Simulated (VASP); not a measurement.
# SnS2 (Berndtite-2T) (P-3m1) in VASP: single point with PBEsol

Aim: the single point of SnS2 (Berndtite-2T) with PBEsol.

All numbers are computed with VASP 6.6.1; they aren't measurements. Logs are shortened: lines on timing, memory, paths and dates and some standing lists are left out, and cuts for length are marked.

**1. The cell of the first run**

It takes space group P-3m1 (No. 164, trigonal). The conventional cell has a = 3.639 Å, b = 3.639 Å, c = 5.868 Å, α = 90.00°, β = 90.00°, γ = 120.00°. Sn (site symmetry -3m) has 6 S at 2.56 Å within 3.4 Å. Within 3.4 Å of S (site symmetry 3m) lie 3 Sn at 2.56 Å.

**2. Single point, PBEsol**

INCAR

```
SYSTEM = SnS2
PREC = Accurate
ENCUT = 500
EDIFF = 1E-6
ISMEAR = 0
SIGMA = 0.01
LREAL = .False.
LASPH = .True.
NELM = 120
ALGO = Normal
ISIF = 2
LWAVE = .False.
LCHARG = .False.
GGA = PS
NBANDS = 20
GGA_COMPAT = .False.
```

KPOINTS

```
regular mesh
0
Gamma
  3 3 2
  0 0 0
```

POSCAR

```
SnS2
1.0
    3.6390000000      0.0000000000      0.0000000000
   -1.8195000000      3.1514660000      0.0000000000
    0.0000000000      0.0000000000      5.8680000000
Sn S
1 2
Direct
    0.0000000000      0.0000000000      0.0000000000
    0.3333333333      0.6666666667      0.2500000000
    0.6666666667      0.3333333333      0.7500000000
```

Potentials or basis: VASP PAW PBE potentials, release 64 (Sn_d, S).

Launch:

```sh
$ cat potpaw_PBE.64/Sn_d/POTCAR potpaw_PBE.64/S/POTCAR > POTCAR
$ mpirun -np 1 vasp_std > vasp.out
```

OUTCAR:

```text
SYSTEM = SnS2
   PREC = Accurate
   ENCUT = 500
   EDIFF = 1E-6
   ISMEAR = 0
   LREAL = .False.
   LASPH = .True.
   NELM = 120
   ISIF = 2
   GGA = PS

 ion  position               nearest neighbor table
   1  0.000  0.000  0.000-   2 2.56   3 2.56   3 2.56   2 2.56   3 2.56   2 2.56
   2  0.333  0.667  0.250-   1 2.56   1 2.56   1 2.56
   3  0.667  0.333  0.750-   1 2.56   1 2.56   1 2.56

  LATTYP: Found a hexagonal cell.
 ALAT       =     3.6390000000
 C/A-ratio  =     1.6125309151

  Lattice vectors:

 A1 = (   3.6390000000,   0.0000000000,   0.0000000000)
 A2 = (  -1.8195000000,   3.1514660000,   0.0000000000)
 A3 = (   0.0000000000,   0.0000000000,   5.8680000000)

Analysis of symmetry for initial positions (statically):
=====================================================================
 Subroutine PRICEL returns:
 Original cell was already a primitive cell.

 Routine SETGRP: Setting up the symmetry group for a
 hexagonal supercell.

 Subroutine GETGRP returns: Found 12 space group operations
 (whereof 12 operations were pure point group operations)
 out of a pool of 24 trial point group operations.

The static configuration has the point symmetry D_3d.

Analysis of symmetry for dynamics (positions and initial velocities):
=====================================================================
 Subroutine PRICEL returns:
 Original cell was already a primitive cell.

 Routine SETGRP: Setting up the symmetry group for a
 hexagonal supercell.

 Subroutine GETGRP returns: Found 12 space group operations
 (whereof 12 operations were pure point group operations)
 out of a pool of 24 trial point group operations.

The dynamic configuration has the point symmetry D_3d.

 Subroutine INISYM returns: Found 12 space group operations
 (whereof 12 operations are pure point group operations),
 and found     1 'primitive' translations

----------------------------------------------------------------------------------------

                                     Primitive cell

  volume of cell :      67.2953

  direct lattice vectors                    reciprocal lattice vectors
     3.639000000  0.000000000  0.000000000     0.274800769  0.158656321  0.000000000
    -1.819500000  3.151466000  0.000000000     0.000000000  0.317312641  0.000000000
     0.000000000  0.000000000  5.868000000     0.000000000  0.000000000  0.170415815

  length of vectors
     3.639000000  3.638999615  5.868000000     0.317312608  0.317312641  0.170415815

  position of ions in fractional coordinates (direct lattice)
     0.000000000  0.000000000  0.000000000
     0.333333333  0.666666667  0.250000000
     0.666666667  0.333333333  0.750000000

  ion indices of the primitive-cell ions
   primitive index   ion index
                 1           1
                 2           2
                 3           3

----------------------------------------------------------------------------------------

 KPOINTS: regular mesh

Automatic generation of k-mesh.
 Grid dimensions read from file:
 generate k-points for:    3    3    2

 Generating k-lattice:

  Cartesian coordinates                     Fractional coordinates (reciprocal lattice)
     0.091600256  0.052885440  0.000000000     0.333333333  0.000000000  0.000000000
     0.000000000  0.105770880  0.000000000     0.000000000  0.333333333  0.000000000
     0.000000000  0.000000000  0.085207907     0.000000000  0.000000000  0.500000000

  Length of vectors
     0.105770869  0.105770880  0.085207907

  Shift w.r.t. Gamma in fractional coordinates (k-lattice)
     0.000000000  0.000000000  0.000000000

 Subroutine IBZKPT returns following result:
 ===========================================

 Found      6 irreducible k-points:

 Following reciprocal coordinates:
            Coordinates               Weight
  0.000000  0.000000  0.000000      1.000000
  0.333333 -0.000000  0.000000      6.000000
  0.333333  0.333333  0.000000      2.000000
  0.000000  0.000000  0.500000      1.000000
  0.333333 -0.000000  0.500000      6.000000
  0.333333  0.333333  0.500000      2.000000
   k-points           NKPTS =      6   k-points in BZ     NKDIM =      6   number of bands    NBANDS=     20
   number of dos      NEDOS =    301   number of ions     NIONS =      3
   total plane-waves  NPLWV =  37632
   dimension x,y,z NGX =    28 NGY =   28 NGZ =   48
   dimension x,y,z NGXF=    56 NGYF=   56 NGZF=   96
   ions per type =               1   2
   NGX,Y,Z   is equivalent  to a cutoff of  12.79, 12.79, 13.60 a.u.
   NGXF,Y,Z  is equivalent  to a cutoff of  25.58, 25.58, 27.20 a.u.
 SYSTEM =  SnS2
   PREC   = accura    normal or accurate (medium, high low for compatibility)
   ISTART =      0    job   : 0-new  1-cont  2-samecut
   ICHARG =      2    charge: 1-file 2-atom 10-const
   ISPIN  =      1    spin polarized calculation?
   LNONCOLLINEAR =      F non collinear calculations
   LSORBIT =      F    spin-orbit coupling
   LASPH  =      T    aspherical Exc in radial PAW
   ENCUT  =  500.0 eV  36.75 Ry    6.06 a.u.   6.63  6.63 10.70*2*pi/ulx,y,z
   NELM   =    120;   NELMIN=  2; NELMDL= -5     # of ELM steps
   EDIFF  = 0.1E-05   stopping-criterion for ELM
   LREAL  =      F    real-space projection
   EDIFFG = 0.1E-04   stopping-criterion for IOM
   NSW    =      0    number of steps for IOM
   IBRION =     -1    ionic relax: 0-MD 1-quasi-New 2-CG
   NFREE  =      0    steps in history (QN), initial steepest desc. (CG)
   ISIF   =      2    stress and relaxation
   ISYM   =      2    0-nonsym 1-usesym 2-fastsym
   POTIM  = 0.5000    time-step for ionic-motion
   TEBEG  =    0.0;   TEEND  =   0.0 temperature during run
   PSTRESS=    0.0 pullay stress
   NELECT =      26.0000    total number of electrons
   NUPDOWN=      -1.0000    fix difference up-down
   EMIN   =  10.00;   EMAX   =-10.00  energy-range for DOS
   EFERMI =   0.00;   METHOD = LEGACY
   ISMEAR =     0;   SIGMA  =   0.01  broadening in eV -4-tet -1-fermi 0-gaus
   EFERMI_NEDOS =   21; number of points for ismear=-14 and -15
   IALGO  =     38    algorithm
   IMIX   =      4    mixing-type and parameters
     AMIX     =   0.40;   BMIX     =  1.00
     AMIX_MAG =   1.60;   BMIX_MAG =  1.00
  volume/ion in A,a.u.               =      22.43       151.38
  Fermi-wavevector in a.u.,A,eV,Ry     =   1.192352  2.253218 19.343436  1.421702
  Thomas-Fermi vector in A             =   2.328392
   LORBIT       =      0    0 simple, 1 ext, 2 COOP (PROOUT), +10 PAW based schemes
   GGA     = PS    functional components
   LHFCALC =     F    Hartree Fock is set to
   AEXX    =    0.0000 exact exchange contribution
   IVDW    =     0    specifies the selected vdW correction
   LEPSILON=     F    determine dielectric tensor
   LRPA    =     F    only Hartree local field effects (RPA)
 non-spin polarized calculation
 Gauss-broadening in eV      SIGMA  =   0.01
  energy-cutoff  :      500.00
  volume of cell :       67.30
 maximum number of plane-waves:      1737
 NGX is ok and might be reduce to    28
   NGX = 13   NGY = 13   NGZ = 21

 number of electron      26.0000007 magnetization

 Free energy of the ion-electron system (eV)
  ---------------------------------------------------
  ext. energy  EPLUGINS =         0.00000000
  ---------------------------------------------------
  free energy    TOTEN  =       -13.93097872 eV

  energy without entropy =      -13.93097872  energy(sigma->0) =      -13.93097872

 E-fermi :   4.8377     XC(G=0):  -9.8356

 val. band max:        4.7852635013   @ k =   0.0000   0.0000   0.0000
 cond. band min:       6.6055168814   @ k =   0.3333  -0.0000   0.5000
 fundamental gap:      1.8202533802
 Fermi energy:         4.8376590451

 k-point     1 :       0.0000    0.0000    0.0000
  band No.  band energies     occupation
      1     -16.1481      2.00000
      2     -16.1481      2.00000
      3     -16.1209      2.00000
      4     -16.0840      2.00000
      5     -16.0840      2.00000
      6      -9.1209      2.00000
[... 12 lines left out ...]
     19      14.2448      0.00000
     20      14.2448      0.00000

 k-point     2 :       0.3333   -0.0000    0.0000
  band No.  band energies     occupation
      1     -16.2125      2.00000
      2     -16.1227      2.00000
      3     -16.1158      2.00000
      4     -16.0718      2.00000
      5     -16.0556      2.00000
      6      -7.9342      2.00000
[... 12 lines left out ...]
     19      14.0223      0.00000
     20      15.0989      0.00000

 k-point     3 :       0.3333    0.3333    0.0000
  band No.  band energies     occupation
      1     -16.1788      2.00000
      2     -16.1788      2.00000
      3     -16.0768      2.00000
      4     -16.0768      2.00000
      5     -16.0661      2.00000
      6      -6.5367      2.00000
[... 12 lines left out ...]
     19      13.6261      0.00000
     20      13.6261      0.00000

 k-point     4 :       0.0000    0.0000    0.5000
  band No.  band energies     occupation
      1     -16.1481      2.00000
      2     -16.1481      2.00000
      3     -16.1206      2.00000
      4     -16.0840      2.00000
      5     -16.0840      2.00000
      6      -8.9446      2.00000
[... 12 lines left out ...]
     19      13.6645      0.00000
     20      13.6645      0.00000

 k-point     5 :       0.3333   -0.0000    0.5000
  band No.  band energies     occupation
      1     -16.2127      2.00000
      2     -16.1228      2.00000
      3     -16.1159      2.00000
      4     -16.0716      2.00000
      5     -16.0556      2.00000
      6      -7.7791      2.00000
[... 12 lines left out ...]
     19      14.8210      0.00000
     20      15.2253      0.00000

 k-point     6 :       0.3333    0.3333    0.5000
  band No.  band energies     occupation
      1     -16.1790      2.00000
      2     -16.1790      2.00000
      3     -16.0768      2.00000
      4     -16.0768      2.00000
      5     -16.0659      2.00000
      6      -6.5156      2.00000
[... 12 lines left out ...]
     19      14.2858      0.00000
     20      14.3251      0.00000

------------------------ aborting loop because EDIFF is reached ----------------------------------------

  FORCE on cell =-STRESS in cart. coord.  units (eV):
  Direction    XX          YY          ZZ          XY          YZ          ZX
  --------------------------------------------------------------------------------------
  -------------------------------------------------------------------------------------
  Total        1.4545445      1.4545441     -0.0421203      0.0000000      0.0000000      0.0000000
  in kB       34.6300246     34.6300148     -1.0028077      0.0000000      0.0000000      0.0000000
  external PRESSURE =      22.7524106 kB  Pullay stress =       0.0000000 kB

 VOLUME and BASIS-vectors are now :
 -----------------------------------------------------------------------------
  energy-cutoff  :      500.00
  volume of cell :       67.30
      direct lattice vectors                 reciprocal lattice vectors
     3.639000000  0.000000000  0.000000000     0.274800769  0.158656321  0.000000000
    -1.819500000  3.151466000  0.000000000     0.000000000  0.317312641  0.000000000
     0.000000000  0.000000000  5.868000000     0.000000000  0.000000000  0.170415815

 POSITION                                       TOTAL-FORCE (eV/Angst)
 -----------------------------------------------------------------------------------
      0.00000      0.00000      0.00000        -0.000000      0.000000      0.000000
     -0.00000      2.10098      1.46700         0.000000      0.000000      0.006936
      1.81950      1.05049      4.40100        -0.000000     -0.000000     -0.006936
 -----------------------------------------------------------------------------------
    total drift:                               -0.000000     -0.000000     -0.000000

  FREE ENERGIE OF THE ION-ELECTRON SYSTEM (eV)
  ---------------------------------------------------
  free  energy   TOTEN  =       -13.9309787223 eV

  energy  without entropy=      -13.9309787223  energy(sigma->0) =      -13.93097872
```

It took 17 s on 1 thread of Intel Xeon 8259CL, shared host; peak memory 0.18 GiB.

What came out:

```
Free energy            : -13.9310 eV
Pressure               : 2.3 GPa
Largest force          : 0.007 eV/Å
Band gap on the k mesh : 1.82 eV, indirect (least direct gap 1.88 eV)
```

Forces in eV/Å, atoms in the order of the input:
```
Sn   0.000  0.000  0.000
S    0.000  0.000  0.007
S    0.000  0.000 -0.007
```

Stress tensor (GPa, compression positive):
```
 3.46  0.00  0.00
 0.00  3.46  0.00
 0.00  0.00 -0.10
```

Levels at points of the mesh, in eV from the valence-band top:
```tsv
k point	band 9	band 10	band 11	band 12	band 13	band 14	band 15	band 16	band 17	band 18
(0.00, 0.00, 0.00)	-0.65	-0.65	-0.36	-0.36	0.00	1.88	3.49	5.33	5.33	8.82
(0.00, 0.00, 0.50)	-2.01	-0.74	-0.74	-0.22	-0.22	3.07	3.57	5.07	5.07	8.67
```

Caveat: the k points lie up to 0.66 Å⁻¹ apart; the PAW data sets were made with another functional, which shifts forces and pressure a little; spin-orbit coupling is left out, which moves the levels of the heavy elements; this functional lacks dispersion, which binds the layers, so the pressure and a relaxed spacing across them are unreliable. A k mesh can miss the band edges.
